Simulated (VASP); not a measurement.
Here is a VASP 6.6.1 calculation.

Contents of INCAR:

```
ALGO = Normal
EDIFF = 1E-6
ENCUT = 520
GGA = PE
ISIF = 2
ISMEAR = 0
LASPH = True
LCHARG = True
LELF = True
LREAL = False
LVHAR = True
LWAVE = False
NBANDS = 34
NELM = 80
PREC = Accurate
SIGMA = 0.1
```

KPOINTS

```
k-points
0
Gamma
  12 12 12
```

Contents of POSCAR:

```
Ge3Pt
1.0
    4.1475422656      0.0000000000      0.0000000000
    0.0000000000      4.1475422656      0.0000000000
    0.0000000000      0.0000000000      4.1475422656
Ge Pt
3 1
Direct
    0.5000000000      0.5000000000      0.0000000000
    0.5000000000      0.0000000000      0.5000000000
    0.0000000000      0.5000000000      0.5000000000
    0.0000000000      0.0000000000      0.0000000000
```

Potentials or basis: VASP PAW PBE potentials, release 64 (Ge_d, Pt).

Run with:

```console
$ cat potpaw_PBE.64/Ge_d/POTCAR potpaw_PBE.64/Pt/POTCAR > POTCAR
$ mpirun -np 1 vasp_std > vasp.out
```

Question: Predict the pressure.

Answer: 0.0 GPa.

Question: Estimate the band gap on the k mesh.

Answer: Zero (band 26 reaches 8.29 eV, above the bottom of band 27 at 6.42 eV).

Caveat: spin-orbit coupling is left out, which moves the levels of the heavy elements.
